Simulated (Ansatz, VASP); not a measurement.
Two plane-wave programs on Al

The input INCAR:

```
SYSTEM = Al
ALGO = Normal
EDIFF = 1E-7
ENCUT = 520
GGA = PE
ISIF = 2
ISMEAR = 0
IVDW = 12
LASPH = .TRUE.
LCHARG = .FALSE.
LREAL = .FALSE.
LWAVE = .FALSE.
NBANDS = 14
NELM = 100
PREC = Accurate
SIGMA = 0.15
```

The input KPOINTS:

```
k-points
0
G
  18 18 4
  0 0 0
```

File POSCAR:

```
Al
1.0
    2.6174000000      0.0000000000      0.0000000000
   -1.3087000000      2.2667348919      0.0000000000
    0.0000000000      0.0000000000      9.6403000000
Al
4
Direct
    0.0000000000      0.0000000000      0.0000000000
    0.3333333333      0.6666666667      0.2500000000
    0.0000000000      0.0000000000      0.5000000000
    0.6666666667      0.3333333333      0.7500000000
```

Input for Ansatz:

```yaml
crystal:
  lattice:
    - [2.6174, 0.0, 0.0]
    - [-1.3087, 2.2667348919, 0.0]
    - [0.0, 0.0, 9.6403]
  atoms:
    - { symbol: Al, position: [0.0, 0.0, 0.0] }
    - { symbol: Al, position: [0.3333333333, 0.6666666667, 0.25] }
    - { symbol: Al, position: [0.0, 0.0, 0.5] }
    - { symbol: Al, position: [0.6666666667, 0.3333333333, 0.75] }
basis:
  ecutwfc: 420
kpoints:
  mp_grid: { grid: [18, 18, 4] }
hamiltonian:
  xc: pbe
  pseudopotentials: { kind: paw, azcp: { folder: soft_1 } }
  dispersion: d3bj
scf:
  occupations: { method: gaussian, width: 0.15 }
output:
  forces: true
  stress: true
  eigenvalues: true
```

Alike in both runs: task single point; functional PBE; dispersion D3(BJ); k mesh 18 × 18 × 4; occupations gaussian, width 0.15 eV; no spin polarisation.

```csv
,VASP,Ansatz
version,VASP 6.6.1,Ansatz 0.2.0
potentials or method,"VASP PAW PBE potentials, release 64 (Al), cutoff 520 eV","scalar-relativistic, plane waves, PAW"
valence electrons in the cell,12,12
```

|  | VASP | Ansatz | Ansatz less VASP |
| --- | --- | --- | --- |
| gap on the k mesh at the Fermi level (eV) | none | none | - |
| pressure (GPa) | 13.5 | 13.5 | -0.02 |
| traceless stress, the component that is largest in VASP (GPa) | -11.49 | -11.48 | +0.010 |

A gap of «none» marks a metal or a gap that the smearing closes.
